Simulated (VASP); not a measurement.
Be, 2 atoms in the cell. It takes space group P6_3/mmc (No. 194, hexagonal). The conventional cell has a = 2.263 Å, b = 2.263 Å, c = 3.567 Å, α = 90.00°, β = 90.00°, γ = 120.00°. Be (site symmetry -6m2) has 12 Be at 2.21 to 2.26 Å within 2.9 Å. 

```yaml
Program: VASP 6.6.1
Task: relaxation of cell and atoms
Functional: PBE
Dispersion: D3(BJ)
Potentials_or_basis: VASP PAW PBE potentials, release 64 (Be)
Cutoff: 600 eV
k_mesh: 21 × 21 × 12
Occupations: gaussian, width 0.1 eV
Spin: no spin polarisation
Dipole_correction: no
Further_INCAR_settings: ALGO = Fast; EDIFF = 1e-06; IBRION = 2; EDIFFG = -0.005; NSW = 70; ISIF = 3
```

Potentials or basis: VASP PAW PBE potentials, release 64 (Be).

Command:

```bash
$ cat potpaw_PBE.64/Be/POTCAR > POTCAR
$ mpirun -np 1 vasp_std > vasp.out
```

Hardware: 1 thread of AMD EPYC 7R13 Processor (Zen 3), with other jobs on the host.

**Question.** Estimate the wall time of this run.

**Answer.** Wall time 47 s on 1 thread of AMD EPYC 7R13 Processor (Zen 3), on a shared host, peak memory 0.14 GiB. Counts: scf iterations 28, k points 336, ion steps 7.
